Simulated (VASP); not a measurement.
# GaSb (I-4m2) in VASP: notebook

Runs on GaSb. Level: LDA. Tasks: single point.

Everything below comes from runs of VASP 6.6.1. Logs are shortened: lines on timing, memory, paths and dates and some standing lists are left out, and cuts for length are marked.

**1. The cell of the first run**

The structure is tetragonal, space group I-4m2 (No. 119). The conventional cell has a = 5.757 Å, b = 5.757 Å, c = 2.708 Å, α = 90.00°, β = 90.00°, γ = 90.00°. Within 3.6 Å of Ga (site symmetry -4m2) lie 2 Ga at 2.71 Å and 8 Sb at 2.96 to 3.52 Å. Sb (site symmetry -4m2) has 2 Sb at 2.71 Å and 8 Ga at 2.96 to 3.52 Å within 3.6 Å.

**2. Single point, LDA**

The input, INCAR:

```
SYSTEM = GaSb
PREC = Accurate
ENCUT = 520
EDIFF = 1E-6
ISMEAR = 0
SIGMA = 0.15
LREAL = .False.
LASPH = .True.
NELM = 100
ALGO = Normal
ISIF = 2
LWAVE = .False.
LCHARG = .False.
NBANDS = 16
```

The input, KPOINTS:

```
Automatic mesh
0
Gamma
  16 16 16
  0 0 0
```

The input, POSCAR:

```
GaSb
1.0
   -2.8786500000      2.8786500000      1.3540000000
    2.8786500000     -2.8786500000      1.3540000000
    2.8786500000      2.8786500000     -1.3540000000
Ga Sb
1 1
Direct
    0.2500000000      0.7500000000      0.5000000000
    0.0000000000      0.0000000000      0.0000000000
```

Potentials or basis: VASP PAW LDA potentials, release 64 (Ga_d, Sb).

Started as:

```
$ cat potpaw_LDA.64/Ga_d/POTCAR potpaw_LDA.64/Sb/POTCAR > POTCAR
$ mpirun -np 1 vasp_std > vasp.out
```

OUTCAR:

```text
SYSTEM = GaSb
   PREC = Accurate
   ENCUT = 520
   EDIFF = 1E-6
   ISMEAR = 0
   LREAL = .False.
   LASPH = .True.
   NELM = 100
   ISIF = 2

 ion  position               nearest neighbor table
   1  0.250  0.750  0.500-   2 2.96   2 2.96   2 2.96   2 2.96
   2  0.000  0.000  0.000-   1 2.96   1 2.96   1 2.96   1 2.96

  LATTYP: Found a body centered tetragonal cell.
 ALAT       =     5.7573000000
 C/A-ratio  =     0.4703593698

  Lattice vectors:

 A1 = (  -2.8786500000,   2.8786500000,   1.3540000000)
 A2 = (   2.8786500000,  -2.8786500000,   1.3540000000)
 A3 = (   2.8786500000,   2.8786500000,  -1.3540000000)

Analysis of symmetry for initial positions (statically):
=====================================================================
 Subroutine PRICEL returns:
 Original cell was already a primitive cell.

 Routine SETGRP: Setting up the symmetry group for a
 body centered tetragonal supercell.

 Subroutine GETGRP returns: Found  8 space group operations
 (whereof  8 operations were pure point group operations)
 out of a pool of 16 trial point group operations.

The static configuration has the point symmetry D_2d.

Analysis of symmetry for dynamics (positions and initial velocities):
=====================================================================
 Subroutine PRICEL returns:
 Original cell was already a primitive cell.

 Routine SETGRP: Setting up the symmetry group for a
 body centered tetragonal supercell.

 Subroutine GETGRP returns: Found  8 space group operations
 (whereof  8 operations were pure point group operations)
 out of a pool of 16 trial point group operations.

The dynamic configuration has the point symmetry D_2d.

 Subroutine INISYM returns: Found  8 space group operations
 (whereof  8 operations are pure point group operations),
 and found     1 'primitive' translations

----------------------------------------------------------------------------------------

                                     Primitive cell

  volume of cell :      44.8804

  direct lattice vectors                    reciprocal lattice vectors
    -2.878650000  2.878650000  1.354000000     0.000000000  0.173692529  0.369276219
     2.878650000 -2.878650000  1.354000000     0.173692529  0.000000000  0.369276219
     2.878650000  2.878650000 -1.354000000     0.173692529  0.173692529  0.000000000

  length of vectors
     4.290287595  4.290287595  4.290287595     0.408085800  0.408085800  0.245638331

  position of ions in fractional coordinates (direct lattice)
     0.250000000  0.750000000  0.500000000
     0.000000000  0.000000000  0.000000000

  ion indices of the primitive-cell ions
   primitive index   ion index
                 1           1
                 2           2

----------------------------------------------------------------------------------------

 KPOINTS: Automatic mesh

Automatic generation of k-mesh.
 Grid dimensions read from file:
 generate k-points for:   16   16   16

 Generating k-lattice:

  Cartesian coordinates                     Fractional coordinates (reciprocal lattice)
     0.000000000  0.010855783  0.023079764     0.062500000  0.000000000 -0.000000000
     0.010855783  0.000000000  0.023079764     0.000000000  0.062500000 -0.000000000
     0.010855783  0.010855783  0.000000000     0.000000000  0.000000000  0.062500000

  Length of vectors
     0.025505363  0.025505363  0.015352396

  Shift w.r.t. Gamma in fractional coordinates (k-lattice)
     0.000000000  0.000000000  0.000000000

 Subroutine IBZKPT returns following result:
 ===========================================

 Found    349 irreducible k-points:

 Following reciprocal coordinates:
            Coordinates               Weight
  0.000000  0.000000  0.000000      1.000000
  0.062500  0.000000  0.000000      8.000000
  0.125000  0.000000  0.000000      8.000000
  0.187500 -0.000000  0.000000      8.000000
  0.250000  0.000000  0.000000      8.000000
  0.312500  0.000000  0.000000      8.000000
[... 16 lines left out ...]
 -0.125000  0.062500  0.000000     16.000000
 -0.062500  0.062500  0.000000      4.000000
 [... further k-points ...]
   k-points           NKPTS =    349   k-points in BZ     NKDIM =    349   number of bands    NBANDS=     16
   number of dos      NEDOS =    301   number of ions     NIONS =      2
   total plane-waves  NPLWV =  32768
   dimension x,y,z NGX =    32 NGY =   32 NGZ =   32
   dimension x,y,z NGXF=    64 NGYF=   64 NGZF=   64
   ions per type =               1   1
   NGX,Y,Z   is equivalent  to a cutoff of  12.40, 12.40, 12.40 a.u.
   NGXF,Y,Z  is equivalent  to a cutoff of  24.80, 24.80, 24.80 a.u.
 SYSTEM =  GaSb
   PREC   = accura    normal or accurate (medium, high low for compatibility)
   ISTART =      0    job   : 0-new  1-cont  2-samecut
   ICHARG =      2    charge: 1-file 2-atom 10-const
   ISPIN  =      1    spin polarized calculation?
   LNONCOLLINEAR =      F non collinear calculations
   LSORBIT =      F    spin-orbit coupling
   LASPH  =      T    aspherical Exc in radial PAW
   ENCUT  =  520.0 eV  38.22 Ry    6.18 a.u.   7.98  7.98  7.98*2*pi/ulx,y,z
   NELM   =    100;   NELMIN=  2; NELMDL= -5     # of ELM steps
   EDIFF  = 0.1E-05   stopping-criterion for ELM
   LREAL  =      F    real-space projection
   EDIFFG = 0.1E-04   stopping-criterion for IOM
   NSW    =      0    number of steps for IOM
   IBRION =     -1    ionic relax: 0-MD 1-quasi-New 2-CG
   NFREE  =      0    steps in history (QN), initial steepest desc. (CG)
   ISIF   =      2    stress and relaxation
   ISYM   =      2    0-nonsym 1-usesym 2-fastsym
   POTIM  = 0.5000    time-step for ionic-motion
   TEBEG  =    0.0;   TEEND  =   0.0 temperature during run
   PSTRESS=    0.0 pullay stress
   NELECT =      18.0000    total number of electrons
   NUPDOWN=      -1.0000    fix difference up-down
   EMIN   =  10.00;   EMAX   =-10.00  energy-range for DOS
   EFERMI =   0.00;   METHOD = LEGACY
   ISMEAR =     0;   SIGMA  =   0.15  broadening in eV -4-tet -1-fermi 0-gaus
   EFERMI_NEDOS =   21; number of points for ismear=-14 and -15
   IALGO  =     38    algorithm
   IMIX   =      4    mixing-type and parameters
     AMIX     =   0.40;   BMIX     =  1.00
     AMIX_MAG =   1.60;   BMIX_MAG =  1.00
  volume/ion in A,a.u.               =      22.44       151.43
  Fermi-wavevector in a.u.,A,eV,Ry     =   1.207295  2.281457 19.831337  1.457562
  Thomas-Fermi vector in A             =   2.342937
   LORBIT       =      0    0 simple, 1 ext, 2 COOP (PROOUT), +10 PAW based schemes
   GGA     = CA    functional components
   LHFCALC =     F    Hartree Fock is set to
   AEXX    =    0.0000 exact exchange contribution
   IVDW    =     0    specifies the selected vdW correction
   LEPSILON=     F    determine dielectric tensor
   LRPA    =     F    only Hartree local field effects (RPA)
 non-spin polarized calculation
 Gauss-broadening in eV      SIGMA  =   0.15
  energy-cutoff  :      520.00
  volume of cell :       44.88
 maximum number of plane-waves:      1237
   NGX = 15   NGY = 15   NGZ = 15

 number of electron      18.0000012 magnetization

 Free energy of the ion-electron system (eV)
  ---------------------------------------------------
  ext. energy  EPLUGINS =         0.00000000
  ---------------------------------------------------
  free energy    TOTEN  =        -8.08455250 eV

  energy without entropy =       -8.07484498  energy(sigma->0) =       -8.07969874

 E-fermi :   7.1435     XC(G=0): -10.7679

 val. band max:        7.1423938043   @ k =  -0.4375   0.3750   0.0000
 cond. band min:       7.1631753773   @ k =  -0.1875   0.1875   0.1875
 fundamental gap:      0.0207815731
 Fermi energy:         7.1435159613

 k-point     1 :       0.0000    0.0000    0.0000
  band No.  band energies     occupation
      1      -7.9721      2.00000
      2      -7.7535      2.00000
      3      -7.7488      2.00000
      4      -7.6203      2.00000
      5      -7.6203      2.00000
      6      -5.5737      2.00000
[... 8 lines left out ...]
     15      16.7590      0.00000
     16      19.1525      0.00000

 k-point     2 :       0.0625    0.0000    0.0000
  band No.  band energies     occupation
      1      -7.9556      2.00000
      2      -7.7530      2.00000
      3      -7.7473      2.00000
      4      -7.6279      2.00000
      5      -7.6279      2.00000
      6      -5.4759      2.00000
[... 8 lines left out ...]
     15      17.2000      0.00000
     16      18.0932      0.00000

 k-point     3 :       0.1250    0.0000    0.0000
  band No.  band energies     occupation
      1      -7.9086      2.00000
      2      -7.7516      2.00000
      3      -7.7428      2.00000
      4      -7.6498      2.00000
      5      -7.6496      2.00000
      6      -5.1819      2.00000
[... 8 lines left out ...]
     15      16.5899      0.00000
     16      18.0970      0.00000

 k-point     4 :       0.1875   -0.0000    0.0000
  band No.  band energies     occupation
      1      -7.8386      2.00000
      2      -7.7496      2.00000
      3      -7.7362      2.00000
      4      -7.6823      2.00000
      5      -7.6816      2.00000
      6      -4.6905      2.00000
[... 8 lines left out ...]
     15      16.7158      0.00000
     16      16.7314      0.00000
[... 324 lines left out ...]
 k-point    22 :      -0.1875    0.0625   -0.0000
  band No.  band energies     occupation
      1      -7.9079      2.00000
      2      -7.7538      2.00000
      3      -7.7416      2.00000
      4      -7.6500      2.00000
      5      -7.6494      2.00000
      6      -5.0978      2.00000
[... 8 lines left out ...]
     15      16.9845      0.00000
     16      18.4654      0.00000

 k-point    23 :      -0.1250    0.0625    0.0000
  band No.  band energies     occupation
      1      -7.9551      2.00000
      2      -7.7545      2.00000
      3      -7.7464      2.00000
      4      -7.6280      2.00000
      5      -7.6277      2.00000
      6      -5.4195      2.00000
[... 8 lines left out ...]
     15      17.5424      0.00000
     16      18.1015      0.00000

 k-point    24 :      -0.0625    0.0625    0.0000
  band No.  band energies     occupation
      1      -7.9719      2.00000
      2      -7.7543      2.00000
      3      -7.7484      2.00000
      4      -7.6203      2.00000
      5      -7.6201      2.00000
      6      -5.5454      2.00000
[... 8 lines left out ...]
     15      17.0063      0.00000
     16      19.0820      0.00000

 [... further k-points ...]

------------------------ aborting loop because EDIFF is reached ----------------------------------------

  FORCE on cell =-STRESS in cart. coord.  units (eV):
  Direction    XX          YY          ZZ          XY          YZ          ZX
  --------------------------------------------------------------------------------------
  -------------------------------------------------------------------------------------
  Total       -0.7933797     -0.7933797      4.1241584      0.0000000      0.0000000      0.0000000
  in kB      -28.3227412    -28.3227412    147.2277014      0.0000000      0.0000000      0.0000000
  external PRESSURE =      30.1940730 kB  Pullay stress =       0.0000000 kB

 VOLUME and BASIS-vectors are now :
 -----------------------------------------------------------------------------
  energy-cutoff  :      520.00
  volume of cell :       44.88
      direct lattice vectors                 reciprocal lattice vectors
    -2.878650000  2.878650000  1.354000000     0.000000000  0.173692529  0.369276219
     2.878650000 -2.878650000  1.354000000     0.173692529  0.000000000  0.369276219
     2.878650000  2.878650000 -1.354000000     0.173692529  0.173692529  0.000000000

 POSITION                                       TOTAL-FORCE (eV/Angst)
 -----------------------------------------------------------------------------------
      2.87865      0.00000      0.67700         0.000000      0.000000      0.000000
      0.00000      0.00000      0.00000        -0.000000     -0.000000     -0.000000
 -----------------------------------------------------------------------------------
    total drift:                                0.000000     -0.000000     -0.000000

  FREE ENERGIE OF THE ION-ELECTRON SYSTEM (eV)
  ---------------------------------------------------
  free  energy   TOTEN  =        -8.0845524997 eV

  energy  without entropy=       -8.0748449820  energy(sigma->0) =       -8.07969874
```

Run time: 92 s. Hardware: 1 thread of Intel Xeon Platinum 8488C (Sapphire Rapids), shared host; peak memory 0.37 GiB.

Results:

* Free energy: -8.0846 eV
* Pressure: 3.0 GPa
* Band gap on the k mesh: zero (bands 9 and 10 overlap by 3.42 eV)

Levels at points of the mesh, in eV from the Fermi level:
```tsv
k point	band 7	band 8	band 9	band 10	band 11	band 12
(0.00, 0.00, 0.00)	-4.84	-2.88	-2.88	2.71	5.60	5.60
(0.50, 0.00, 0.00)	-5.67	-2.48	-1.37	-0.48	2.84	3.31
(0.50, 0.50, 0.00)	-8.64	-1.23	0.45	0.90	0.92	8.70
(0.50, 0.50, 0.50)	-6.91	-5.51	-5.51	8.05	8.16	8.16
```

Caveat: the cell stands under pressure; spin-orbit coupling is left out, which moves the levels of the heavy elements.

(Continued in part 2 of 2.)
